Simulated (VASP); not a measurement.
# Zr (Fm-3m) in VASP: single point with PBE

Aim: the single point of Zr with PBE.

Everything below comes from runs of VASP 6.6.1. Logs are shortened: lines on timing, memory, paths and dates and some standing lists are left out, and cuts for length are marked.

## Step 1: The cell of the first run

The structure is cubic, space group Fm-3m (No. 225). The conventional cell has a = 4.526 Å, b = 4.526 Å, c = 4.526 Å, α = 90.00°, β = 90.00°, γ = 90.00°. Within 4.2 Å of Zr (site symmetry m-3m) lie 12 Zr at 3.20 Å.

## Step 2: Single point, PBE

Contents of INCAR:

```
PREC = Accurate
ENCUT = 520
EDIFF = 1E-6
ISMEAR = 0
SIGMA = 0.1
LREAL = False
LASPH = True
NELM = 100
ALGO = Fast
ISIF = 2
LWAVE = False
LCHARG = False
GGA = PE
NBANDS = 32
```

Contents of KPOINTS:

```
Automatic mesh
0
Gamma
  10 10 10
```

Contents of POSCAR:

```
Zr
1.0
    4.5264463626      0.0000000000      0.0000000000
    0.0000000000     -4.5264463626      0.0000000000
    0.0000000000      0.0000000000     -4.5264463626
Zr
4
Direct
    0.0000000000      0.5000000000      0.5000000000
    0.5000000000      0.0000000000      0.5000000000
    0.5000000000      0.5000000000      0.0000000000
    0.0000000000      0.0000000000      0.0000000000
```

Potentials or basis: VASP PAW PBE potentials, release 64 (Zr_sv).

The run is started by

```console
> cat potpaw_PBE.64/Zr_sv/POTCAR > POTCAR
> mpirun -np 1 vasp_std > vasp.out
```

OUTCAR:

```text
PREC = Accurate
   ENCUT = 520
   EDIFF = 1E-6
   ISMEAR = 0
   LREAL = False
   LASPH = True
   NELM = 100
   ISIF = 2
   GGA = PE

 ion  position               nearest neighbor table
   1  0.000  0.500  0.500-   2 3.20   3 3.20   4 3.20   3 3.20   4 3.20   2 3.20   4 3.20   4 3.20
                             2 3.20   3 3.20   3 3.20   2 3.20
   2  0.500  0.000  0.500-   1 3.20   3 3.20   4 3.20   3 3.20   4 3.20   1 3.20   3 3.20   3 3.20
                             1 3.20   4 3.20   4 3.20   1 3.20
   3  0.500  0.500  0.000-   1 3.20   2 3.20   4 3.20   1 3.20   2 3.20   2 3.20   4 3.20   2 3.20
                             1 3.20   4 3.20   1 3.20   4 3.20
   4  0.000  0.000  0.000-   1 3.20   2 3.20   3 3.20   1 3.20   2 3.20   1 3.20   3 3.20   1 3.20
                             2 3.20   3 3.20   2 3.20   3 3.20

  LATTYP: Found a simple cubic cell.
 ALAT       =     4.5264463626

  Lattice vectors:

 A1 = (   4.5264463626,   0.0000000000,   0.0000000000)
 A2 = (   0.0000000000,  -4.5264463626,   0.0000000000)
 A3 = (   0.0000000000,   0.0000000000,  -4.5264463626)

Analysis of symmetry for initial positions (statically):
=====================================================================
 Subroutine PRICEL returns following result:

  LATTYP: Found a face centered cubic cell.
 ALAT       =     4.5264463626

  Lattice vectors:

 A1 = (   2.2632231813,   2.2632231813,   0.0000000000)
 A2 = (   2.2632231813,   0.0000000000,  -2.2632231813)
 A3 = (   0.0000000000,   2.2632231813,  -2.2632231813)

   4 primitive cells build up your supercell.

 Routine SETGRP: Setting up the symmetry group for a
 simple cubic supercell.

 Subroutine GETGRP returns: Found 48 space group operations
 (whereof 48 operations were pure point group operations)
 out of a pool of 48 trial point group operations.

The static configuration has the point symmetry O_h .

Analysis of symmetry for dynamics (positions and initial velocities):
=====================================================================
 Subroutine PRICEL returns following result:

  LATTYP: Found a face centered cubic cell.
 ALAT       =     4.5264463626

  Lattice vectors:

 A1 = (   2.2632231813,   2.2632231813,   0.0000000000)
 A2 = (   2.2632231813,   0.0000000000,  -2.2632231813)
 A3 = (   0.0000000000,   2.2632231813,  -2.2632231813)

   4 primitive cells build up your supercell.

 Routine SETGRP: Setting up the symmetry group for a
 simple cubic supercell.

 Subroutine GETGRP returns: Found 48 space group operations
 (whereof 48 operations were pure point group operations)
 out of a pool of 48 trial point group operations.

The dynamic configuration has the point symmetry O_h .

 Subroutine INISYM returns: Found 48 space group operations
 (whereof 48 operations are pure point group operations),
 and found     4 'primitive' translations

----------------------------------------------------------------------------------------

                                     Primitive cell

  volume of cell :      23.1853

  direct lattice vectors                    reciprocal lattice vectors
     2.263223181  2.263223181  0.000000000     0.220923859  0.220923859  0.220923859
     2.263223181  0.000000000 -2.263223181     0.220923859 -0.220923859 -0.220923859
     0.000000000  2.263223181 -2.263223181    -0.220923859  0.220923859 -0.220923859

  length of vectors
     3.200680918  3.200680918  3.200680918     0.382651349  0.382651349  0.382651349

  position of ions in fractional coordinates (direct lattice)
     1.000000000  0.000000000  0.000000000

  ion indices of the primitive-cell ions
   primitive index   ion index
                 1           1

----------------------------------------------------------------------------------------

 KPOINTS: Automatic mesh

Automatic generation of k-mesh.
 Grid dimensions read from file:
 generate k-points for:   10   10   10

 Generating k-lattice:

  Cartesian coordinates                     Fractional coordinates (reciprocal lattice)
     0.022092386  0.000000000  0.000000000     0.100000000  0.000000000  0.000000000
     0.000000000 -0.022092386  0.000000000     0.000000000  0.100000000  0.000000000
     0.000000000  0.000000000 -0.022092386     0.000000000  0.000000000  0.100000000

  Length of vectors
     0.022092386  0.022092386  0.022092386

  Shift w.r.t. Gamma in fractional coordinates (k-lattice)
     0.000000000  0.000000000  0.000000000

 Subroutine IBZKPT returns following result:
 ===========================================

 Found     56 irreducible k-points:

 Following reciprocal coordinates:
            Coordinates               Weight
  0.000000  0.000000  0.000000      1.000000
  0.100000  0.000000  0.000000      6.000000
  0.200000  0.000000  0.000000      6.000000
  0.300000  0.000000  0.000000      6.000000
  0.400000  0.000000  0.000000      6.000000
  0.500000  0.000000  0.000000      3.000000
[... 16 lines left out ...]
  0.200000  0.100000  0.100000     24.000000
  0.300000  0.100000  0.100000     24.000000
 [... further k-points ...]
   k-points           NKPTS =     56   k-points in BZ     NKDIM =     56   number of bands    NBANDS=     32
   number of dos      NEDOS =    301   number of ions     NIONS =      4
   total plane-waves  NPLWV =  46656
   dimension x,y,z NGX =    36 NGY =   36 NGZ =   36
   dimension x,y,z NGXF=    72 NGYF=   72 NGZF=   72
   ions per type =               4
   NGX,Y,Z   is equivalent  to a cutoff of  13.22, 13.22, 13.22 a.u.
   NGXF,Y,Z  is equivalent  to a cutoff of  26.44, 26.44, 26.44 a.u.
 SYSTEM =  unknown system
   PREC   = accura    normal or accurate (medium, high low for compatibility)
   ISTART =      0    job   : 0-new  1-cont  2-samecut
   ICHARG =      2    charge: 1-file 2-atom 10-const
   ISPIN  =      1    spin polarized calculation?
   LNONCOLLINEAR =      F non collinear calculations
   LSORBIT =      F    spin-orbit coupling
   LASPH  =      T    aspherical Exc in radial PAW
   ENCUT  =  520.0 eV  38.22 Ry    6.18 a.u.   8.42  8.42  8.42*2*pi/ulx,y,z
   NELM   =    100;   NELMIN=  2; NELMDL= -5     # of ELM steps
   EDIFF  = 0.1E-05   stopping-criterion for ELM
   LREAL  =      F    real-space projection
   EDIFFG = 0.1E-04   stopping-criterion for IOM
   NSW    =      0    number of steps for IOM
   IBRION =     -1    ionic relax: 0-MD 1-quasi-New 2-CG
   NFREE  =      0    steps in history (QN), initial steepest desc. (CG)
   ISIF   =      2    stress and relaxation
   ISYM   =      2    0-nonsym 1-usesym 2-fastsym
   POTIM  = 0.5000    time-step for ionic-motion
   TEBEG  =    0.0;   TEEND  =   0.0 temperature during run
   PSTRESS=    0.0 pullay stress
   NELECT =      48.0000    total number of electrons
   NUPDOWN=      -1.0000    fix difference up-down
   EMIN   =  10.00;   EMAX   =-10.00  energy-range for DOS
   EFERMI =   0.00;   METHOD = LEGACY
   ISMEAR =     0;   SIGMA  =   0.10  broadening in eV -4-tet -1-fermi 0-gaus
   EFERMI_NEDOS =   21; number of points for ismear=-14 and -15
   IALGO  =     68    algorithm
   IMIX   =      4    mixing-type and parameters
     AMIX     =   0.40;   BMIX     =  1.00
     AMIX_MAG =   1.60;   BMIX_MAG =  1.00
  volume/ion in A,a.u.               =      23.19       156.46
  Fermi-wavevector in a.u.,A,eV,Ry     =   1.314411  2.483877 23.506464  1.727676
  Thomas-Fermi vector in A             =   2.444666
   LORBIT       =      0    0 simple, 1 ext, 2 COOP (PROOUT), +10 PAW based schemes
   GGA     = PE    functional components
   LHFCALC =     F    Hartree Fock is set to
   AEXX    =    0.0000 exact exchange contribution
   IVDW    =     0    specifies the selected vdW correction
   LEPSILON=     F    determine dielectric tensor
   LRPA    =     F    only Hartree local field effects (RPA)
 non-spin polarized calculation
 RMM-DIIS sequential band-by-band and
 Gauss-broadening in eV      SIGMA  =   0.10
  energy-cutoff  :      520.00
  volume of cell :       92.74
 maximum number of plane-waves:      2517
 NGX is ok and might be reduce to    36
   NGX = 17   NGY = 17   NGZ = 17

 number of electron      48.0000000 magnetization

 Free energy of the ion-electron system (eV)
  ---------------------------------------------------
  ext. energy  EPLUGINS =         0.00000000
  ---------------------------------------------------
  free energy    TOTEN  =       -33.94388837 eV

  energy without entropy =      -33.91438526  energy(sigma->0) =      -33.92913682

 E-fermi :   8.9244     XC(G=0): -11.1013

 val. band max:        8.9177064150   @ k =   0.5000   0.5000   0.1000
 cond. band min:       8.9261809936   @ k =   0.3000   0.2000   0.1000
 fundamental gap:      0.0084745786
 Fermi energy:         8.9244446482

 k-point     1 :       0.0000    0.0000    0.0000
  band No.  band energies     occupation
      1     -39.7675      2.00000
      2     -39.5782      2.00000
      3     -39.5782      2.00000
      4     -39.5782      2.00000
      5     -18.1852      2.00000
      6     -18.1852      2.00000
[... 24 lines left out ...]
     31      12.3363      0.00000
     32      14.1308      0.00000

 k-point     2 :       0.1000    0.0000    0.0000
  band No.  band energies     occupation
      1     -39.7629      2.00000
      2     -39.5828      2.00000
      3     -39.5781      2.00000
      4     -39.5781      2.00000
      5     -18.1721      2.00000
      6     -18.1721      2.00000
[... 24 lines left out ...]
     31      12.3726      0.00000
     32      13.8642      0.00000

 k-point     3 :       0.2000    0.0000    0.0000
  band No.  band energies     occupation
      1     -39.7496      2.00000
      2     -39.5964      2.00000
      3     -39.5780      2.00000
      4     -39.5780      2.00000
      5     -18.1339      2.00000
      6     -18.1339      2.00000
[... 24 lines left out ...]
     31      12.4796      0.00000
     32      13.1785      0.00000

 k-point     4 :       0.3000    0.0000    0.0000
  band No.  band energies     occupation
      1     -39.7288      2.00000
      2     -39.6175      2.00000
      3     -39.5779      2.00000
      4     -39.5779      2.00000
      5     -18.0738      2.00000
      6     -18.0738      2.00000
[... 24 lines left out ...]
     31      12.3432      0.00000
     32      12.3494      0.00000

 k-point     5 :       0.4000    0.0000    0.0000
  band No.  band energies     occupation
      1     -39.7026      2.00000
      2     -39.6441      2.00000
      3     -39.5778      2.00000
      4     -39.5778      2.00000
      5     -17.9973      2.00000
      6     -17.9973      2.00000
[... 584 lines left out ...]
     31      10.9727      0.00000
     32      10.9727      0.00000

 k-point    22 :       0.1000    0.1000    0.1000
  band No.  band energies     occupation
      1     -39.7541      2.00000
      2     -39.5826      2.00000
      3     -39.5826      2.00000
      4     -39.5826      2.00000
      5     -18.1430      2.00000
      6     -18.1430      2.00000
[... 24 lines left out ...]
     31      12.2005      0.00000
     32      13.4419      0.00000

 k-point    23 :       0.2000    0.1000    0.1000
  band No.  band energies     occupation
      1     -39.7414      2.00000
      2     -39.5956      2.00000
      3     -39.5825      2.00000
      4     -39.5825      2.00000
      5     -18.1112      2.00000
      6     -18.1112      2.00000
[... 24 lines left out ...]
     31      12.3570      0.00000
     32      12.9391      0.00000

 k-point    24 :       0.3000    0.1000    0.1000
  band No.  band energies     occupation
      1     -39.7216      2.00000
      2     -39.6156      2.00000
      3     -39.5824      2.00000
      4     -39.5824      2.00000
      5     -18.0622      2.00000
      6     -18.0622      2.00000
[... 24 lines left out ...]
     31      12.2863      0.00000
     32      12.3351      0.00000

 [... further k-points ...]

------------------------ aborting loop because EDIFF is reached ----------------------------------------

  FORCE on cell =-STRESS in cart. coord.  units (eV):
  Direction    XX          YY          ZZ          XY          YZ          ZX
  --------------------------------------------------------------------------------------
  -------------------------------------------------------------------------------------
  Total        0.0453743      0.0453743      0.0453743     -0.0000000      0.0000000     -0.0000000
  in kB        0.7838782      0.7838782      0.7838782     -0.0000000      0.0000000     -0.0000000
  external PRESSURE =       0.7838782 kB  Pullay stress =       0.0000000 kB

 VOLUME and BASIS-vectors are now :
 -----------------------------------------------------------------------------
  energy-cutoff  :      520.00
  volume of cell :       92.74
      direct lattice vectors                 reciprocal lattice vectors
     4.526446363  0.000000000  0.000000000     0.220923859  0.000000000  0.000000000
     0.000000000 -4.526446363  0.000000000     0.000000000 -0.220923859  0.000000000
     0.000000000  0.000000000 -4.526446363     0.000000000  0.000000000 -0.220923859

 POSITION                                       TOTAL-FORCE (eV/Angst)
 -----------------------------------------------------------------------------------
      0.00000     -2.26322     -2.26322        -0.000000      0.000000     -0.000000
      2.26322      0.00000     -2.26322        -0.000000     -0.000000      0.000000
      2.26322     -2.26322      0.00000        -0.000000     -0.000000     -0.000000
      0.00000      0.00000      0.00000         0.000000      0.000000      0.000000
 -----------------------------------------------------------------------------------
    total drift:                                0.000000     -0.000000     -0.000000

  FREE ENERGIE OF THE ION-ELECTRON SYSTEM (eV)
  ---------------------------------------------------
  free  energy   TOTEN  =       -33.9438883670 eV

  energy  without entropy=      -33.9143852647  energy(sigma->0) =      -33.92913682
```

Run time: 6.7 min. Hardware: 1 thread of AMD EPYC 7R43 (Zen 3), shared host; peak memory 0.23 GiB.

Results:

- Free energy: -33.9439 eV
- Pressure: 0.1 GPa
- Band gap on the k mesh: zero (band 24 reaches 9.91 eV, above the bottom of band 25 at 8.54 eV)

Levels at points of the mesh, in eV from the Fermi level:
| k point | band 20 | band 21 | band 22 | band 23 | band 24 | band 25 | band 26 | band 27 | band 28 | band 29 |
| --- | --- | --- | --- | --- | --- | --- | --- | --- | --- | --- |
| (0.00, 0.00, 0.00) | -2.98 | -2.18 | -2.18 | -2.18 | 0.99 | 0.99 | 0.99 | 3.02 | 3.02 | 3.02 |
| (0.50, 0.00, 0.00) | -1.73 | -0.92 | -0.92 | -0.38 | -0.38 | -0.38 | -0.38 | 1.25 | 1.25 | 2.43 |
| (0.50, 0.50, 0.00) | -1.89 | -0.40 | -0.40 | -0.40 | -0.40 | -0.19 | -0.19 | -0.19 | -0.19 | 2.05 |
| (0.50, 0.50, 0.50) | -2.94 | 0.81 | 0.81 | 0.81 | 0.81 | 0.81 | 0.81 | 0.81 | 0.81 | 1.12 |
